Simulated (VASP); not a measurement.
# LuH2 (Fm-3m) in VASP: notebook, part 2 of 3

VASP 6.6.1. The steps go on from the part before.

## Step 4: Single point, BLYP+D3(BJ)

This run uses another cell than the first one, of 10.05 Å³/atom, 1.020 times its volume.

File INCAR:

```
AGGAC    = 1.0          
AGGAX    = 1.0          
ALDAC    = 0.0          
ALDAX    = 1.0          
ALGO     = Normal         # electronic algorithm
EDIFF    = 1E-7           # SCF threshold, eV
ENCUT    = 520            # plane-wave cutoff, eV
GGA      = B5             # functional
ISIF     = 2              # what is computed and relaxed
ISMEAR   = -1             # smearing method
IVDW     = 12             # dispersion correction
LASPH    = T              # aspherical terms in the spheres
LCHARG   = F              # write CHGCAR
LREAL    = F              # projectors in reciprocal space
LWAVE    = F              # write WAVECAR
NBANDS   = 20             # bands
NELM     = 100            # most SCF steps
PREC     = Accurate       # precision mode
SIGMA    = 0.1            # smearing width, eV
VDW_A1   = 0.4298       
VDW_A2   = 4.2359       
VDW_S6   = 1.0          
VDW_S8   = 2.6996
```

File KPOINTS:

```
k-points
0
Gamma
  7 7 7
```

File POSCAR:

```
LuH2
1.0
    0.0000000000      2.4707137150      2.4707137150
    2.4707137150      0.0000000000      2.4707137150
    2.4707137150      2.4707137150      0.0000000000
Lu H
1 2
Direct
    0.0000000000      0.0000000000      0.0000000000
    0.2500000000      0.2500000000      0.2500000000
    0.7500000000      0.7500000000      0.7500000000
```

Potentials or basis: VASP PAW PBE potentials, release 64 (Lu, H).

On the command line:

```sh
> cat potpaw_PBE.64/Lu/POTCAR potpaw_PBE.64/H/POTCAR > POTCAR
> mpirun -np 1 vasp_std > vasp.out
```

OUTCAR:

```text
EDIFF = 1E-7
   ENCUT = 520
   GGA = B5
   ISIF = 2
   ISMEAR = -1
   IVDW = 12
   LASPH = T
   LREAL = F
   NELM = 100
   PREC = Accurate
 IVDW          = 12

 ion  position               nearest neighbor table
   1  0.000  0.000  0.000-   3 2.14   3 2.14   3 2.14   2 2.14   3 2.14   2 2.14   2 2.14   2 2.14

   2  0.250  0.250  0.250-   1 2.14   1 2.14   1 2.14   1 2.14
   3  0.750  0.750  0.750-   1 2.14   1 2.14   1 2.14   1 2.14

  LATTYP: Found a face centered cubic cell.
 ALAT       =     4.9414274300

  Lattice vectors:

 A1 = (   0.0000000000,   2.4707137150,   2.4707137150)
 A2 = (   2.4707137150,   0.0000000000,   2.4707137150)
 A3 = (   2.4707137150,   2.4707137150,   0.0000000000)

Analysis of symmetry for initial positions (statically):
=====================================================================
 Subroutine PRICEL returns:
 Original cell was already a primitive cell.

 Routine SETGRP: Setting up the symmetry group for a
 face centered cubic supercell.

 Subroutine GETGRP returns: Found 48 space group operations
 (whereof 48 operations were pure point group operations)
 out of a pool of 48 trial point group operations.

The static configuration has the point symmetry O_h .

Analysis of symmetry for dynamics (positions and initial velocities):
=====================================================================
 Subroutine PRICEL returns:
 Original cell was already a primitive cell.

 Routine SETGRP: Setting up the symmetry group for a
 face centered cubic supercell.

 Subroutine GETGRP returns: Found 48 space group operations
 (whereof 48 operations were pure point group operations)
 out of a pool of 48 trial point group operations.

The dynamic configuration has the point symmetry O_h .

 Subroutine INISYM returns: Found 48 space group operations
 (whereof 48 operations are pure point group operations),
 and found     1 'primitive' translations

----------------------------------------------------------------------------------------

                                     Primitive cell

  volume of cell :      30.1646

  direct lattice vectors                    reciprocal lattice vectors
     0.000000000  2.470713715  2.470713715    -0.202370674  0.202370674  0.202370674
     2.470713715  0.000000000  2.470713715     0.202370674 -0.202370674  0.202370674
     2.470713715  2.470713715  0.000000000     0.202370674  0.202370674 -0.202370674

  length of vectors
     3.494116844  3.494116844  3.494116844     0.350516289  0.350516289  0.350516289

  position of ions in fractional coordinates (direct lattice)
     0.000000000  0.000000000  0.000000000
     0.250000000  0.250000000  0.250000000
     0.750000000  0.750000000  0.750000000

  ion indices of the primitive-cell ions
   primitive index   ion index
                 1           1
                 2           2
                 3           3

----------------------------------------------------------------------------------------

 KPOINTS: k-points

Automatic generation of k-mesh.
 Grid dimensions read from file:
 generate k-points for:    7    7    7

 Generating k-lattice:

  Cartesian coordinates                     Fractional coordinates (reciprocal lattice)
    -0.028910096  0.028910096  0.028910096     0.142857143  0.000000000  0.000000000
     0.028910096 -0.028910096  0.028910096     0.000000000  0.142857143  0.000000000
     0.028910096  0.028910096 -0.028910096     0.000000000  0.000000000  0.142857143

  Length of vectors
     0.050073756  0.050073756  0.050073756

  Shift w.r.t. Gamma in fractional coordinates (k-lattice)
     0.000000000  0.000000000  0.000000000

 Subroutine IBZKPT returns following result:
 ===========================================

 Found     20 irreducible k-points:

 Following reciprocal coordinates:
            Coordinates               Weight
  0.000000  0.000000  0.000000      1.000000
  0.142857  0.000000  0.000000      8.000000
  0.285714  0.000000  0.000000      8.000000
  0.428571  0.000000  0.000000      8.000000
  0.142857  0.142857  0.000000      6.000000
  0.285714  0.142857  0.000000     24.000000
[... 12 lines left out ...]
 -0.428571  0.428571  0.142857     24.000000
 -0.285714  0.428571  0.142857     24.000000
   k-points           NKPTS =     20   k-points in BZ     NKDIM =     20   number of bands    NBANDS=     20
   number of dos      NEDOS =    301   number of ions     NIONS =      3
   total plane-waves  NPLWV =  21952
   dimension x,y,z NGX =    28 NGY =   28 NGZ =   28
   dimension x,y,z NGXF=    56 NGYF=   56 NGZF=   56
   ions per type =               1   2
   NGX,Y,Z   is equivalent  to a cutoff of  13.32, 13.32, 13.32 a.u.
   NGXF,Y,Z  is equivalent  to a cutoff of  26.64, 26.64, 26.64 a.u.
 SYSTEM =  unknown system
   PREC   = accura    normal or accurate (medium, high low for compatibility)
   ISTART =      0    job   : 0-new  1-cont  2-samecut
   ICHARG =      2    charge: 1-file 2-atom 10-const
   ISPIN  =      1    spin polarized calculation?
   LNONCOLLINEAR =      F non collinear calculations
   LSORBIT =      F    spin-orbit coupling
   LASPH  =      T    aspherical Exc in radial PAW
   ENCUT  =  520.0 eV  38.22 Ry    6.18 a.u.   6.50  6.50  6.50*2*pi/ulx,y,z
   NELM   =    100;   NELMIN=  2; NELMDL= -5     # of ELM steps
   EDIFF  = 0.1E-06   stopping-criterion for ELM
   LREAL  =      F    real-space projection
   EDIFFG = 0.1E-05   stopping-criterion for IOM
   NSW    =      0    number of steps for IOM
   IBRION =     -1    ionic relax: 0-MD 1-quasi-New 2-CG
   NFREE  =      0    steps in history (QN), initial steepest desc. (CG)
   ISIF   =      2    stress and relaxation
   ISYM   =      2    0-nonsym 1-usesym 2-fastsym
   POTIM  = 0.5000    time-step for ionic-motion
   TEBEG  =    0.0;   TEEND  =   0.0 temperature during run
   PSTRESS=    0.0 pullay stress
   NELECT =      27.0000    total number of electrons
   NUPDOWN=      -1.0000    fix difference up-down
   EMIN   =  10.00;   EMAX   =-10.00  energy-range for DOS
   EFERMI =   0.00;   METHOD = LEGACY
   ISMEAR =    -1;   SIGMA  =   0.10  broadening in eV -4-tet -1-fermi 0-gaus
   EFERMI_NEDOS =   21; number of points for ismear=-14 and -15
   IALGO  =     38    algorithm
   IMIX   =      4    mixing-type and parameters
     AMIX     =   0.40;   BMIX     =  1.00
     AMIX_MAG =   1.60;   BMIX_MAG =  1.00
  volume/ion in A,a.u.               =      10.05        67.85
  Fermi-wavevector in a.u.,A,eV,Ry     =   1.577721  2.981461 33.867689  2.489205
  Thomas-Fermi vector in A             =   2.678361
   LORBIT       =      0    0 simple, 1 ext, 2 COOP (PROOUT), +10 PAW based schemes
   GGA     = B5    functional components
   LHFCALC =     F    Hartree Fock is set to
   AEXX    =    0.0000 exact exchange contribution
   IVDW    =    12    specifies the selected vdW correction
   LEPSILON=     F    determine dielectric tensor
   LRPA    =     F    only Hartree local field effects (RPA)
 non-spin polarized calculation
  energy-cutoff  :      520.00
  volume of cell :       30.16
 maximum number of plane-waves:       869
 NGX is ok and might be reduce to    28
   NGX = 13   NGY = 13   NGZ = 13

 number of electron      26.9999997 magnetization

 Free energy of the ion-electron system (eV)
  ---------------------------------------------------
  ext. energy  EPLUGINS =         0.00000000
  ---------------------------------------------------
  free energy    TOTEN  =       -12.17118268 eV

  energy without entropy =      -12.16089238  energy(sigma->0) =      -12.16603753

 E-fermi :   3.4649     XC(G=0): -10.7553

 val. band max:        3.2680410634   @ k =  -0.2857   0.2857   0.0000
 cond. band min:       3.8253119679   @ k =   0.4286   0.2857   0.1429
 fundamental gap:      0.5572709045
 Fermi energy:         3.4649307051

 k-point     1 :       0.0000    0.0000    0.0000
  band No.  band energies     occupation
      1     -52.5050      2.00000
      2     -23.2027      2.00000
      3     -23.2027      2.00000
      4     -23.2027      2.00000
      5      -6.1064      2.00000
      6      -1.8996      2.00000
[... 12 lines left out ...]
     19      13.7433      0.00000
     20      16.3934      0.00000
[... 415 lines left out ...]
 k-point    20 :      -0.2857    0.4286    0.1429
  band No.  band energies     occupation
      1     -52.4672      2.00000
      2     -23.5790      2.00000
      3     -23.5363      2.00000
      4     -23.3600      2.00000
      5      -2.1069      2.00000
      6      -1.9214      2.00000
[... 12 lines left out ...]
     19      11.4369      0.00000
     20      14.5863      0.00000

------------------------ aborting loop because EDIFF is reached ----------------------------------------

 Edisp (eV)   -1.36781

 E8    (eV) :    -1.0085

  FORCE on cell =-STRESS in cart. coord.  units (eV):
  Direction    XX          YY          ZZ          XY          YZ          ZX
  --------------------------------------------------------------------------------------
  -------------------------------------------------------------------------------------
  Total       0.09289     0.09289     0.09289     0.00000     0.00000    -0.00000
  in kB       4.93367     4.93367     4.93367     0.00000     0.00000    -0.00000
  external pressure =        4.93 kB  Pullay stress =        0.00 kB

 VOLUME and BASIS-vectors are now :
 -----------------------------------------------------------------------------
  energy-cutoff  :      520.00
  volume of cell :       30.16
      direct lattice vectors                 reciprocal lattice vectors
     0.000000000  2.470713715  2.470713715    -0.202370674  0.202370674  0.202370674
     2.470713715  0.000000000  2.470713715     0.202370674 -0.202370674  0.202370674
     2.470713715  2.470713715  0.000000000     0.202370674  0.202370674 -0.202370674

 POSITION                                       TOTAL-FORCE (eV/Angst)
 -----------------------------------------------------------------------------------
      0.00000      0.00000      0.00000        -0.000000     -0.000000      0.000000
      1.23536      1.23536      1.23536         0.000000      0.000000      0.000000
      3.70607      3.70607      3.70607        -0.000000     -0.000000     -0.000000
 -----------------------------------------------------------------------------------
    total drift:                               -0.000000     -0.000000      0.000000

  FREE ENERGIE OF THE ION-ELECTRON SYSTEM (eV)
  ---------------------------------------------------
  free  energy   TOTEN  =       -13.5389967632 eV

  energy  without entropy=      -13.5287064627  energy(sigma->0) =      -13.53385161
```

Wall time 35 s (1 thread of Intel Xeon Platinum 8488C (Sapphire Rapids), shared host); peak memory 0.18 GiB.

Results:

* Free energy: -13.5390 eV
* Pressure: 0.5 GPa
* Dispersion energy per atom: -0.456 eV

Levels at points of the mesh, in eV from the Fermi level:
```
           k point  band 11  band 12  band 13  band 14  band 15  band 16
(0.00, 0.00, 0.00)    -4.89    -4.89    -0.86     1.37     1.37     1.37
```

Caveat: the PAW data sets were made with another functional, which shifts forces and pressure a little; spin-orbit coupling is left out, which moves the levels of the heavy elements; pairwise dispersion overbinds metals, which lowers pressure and volume.

[end of part 2 of 3]
